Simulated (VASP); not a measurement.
Runs of VASP 6.6.1 on Rb. The structure is that of space group Im-3m (No. 229), or close to it. The cells are those of the table. 

```tsv
level	potentials or basis	cell	k mesh	smearing	gap on the mesh (eV)	pressure (GPa)
PBEsol+D4	VASP PAW PBE potentials, release 64 (Rb_sv)	a = 4.854 Å, angles 109.5°, 1 atom	5 × 5 × 5	fermi-dirac 0.15 eV	none	-0.1
PBEsol	VASP PAW PBE potentials, release 64 (Rb_sv)	a = 4.854 Å, angles 109.5°, 1 atom	7 × 7 × 7	fermi-dirac 0.05 eV	none	-0.1
LDA	VASP PAW LDA potentials, release 64 (Rb_sv)	a = 4.821 Å, angles 109.5°, 1 atom	7 × 7 × 7	fermi-dirac 0.05 eV	none	-0.3
PBEsol	VASP PAW PBE potentials, release 64 (Rb_sv)	a = 3.657 Å, angles 109.5°, 1 atom	7 × 7 × 7	fermi-dirac 0.05 eV	none	10.0
LDA	VASP PAW LDA potentials, release 64 (Rb_sv)	a = 4.755 Å, angles 109.5°, 1 atom	7 × 7 × 7	fermi-dirac 0.05 eV	none	(a)
```

Alike in all rows: task single point; no spin polarisation; cutoff (eV) 520.

**Question.** Fill in the values left out.

**Answer.** (a) -0.2.

Caveats: the PAW data sets were made with another functional, which shifts forces and pressure a little (some runs); pairwise dispersion overbinds metals, which lowers pressure and volume (some runs).

A k mesh can miss the band edges, and the runs leave out spin-orbit coupling on Rb.

A gap of «none» marks levels without a gap at the run's occupations.
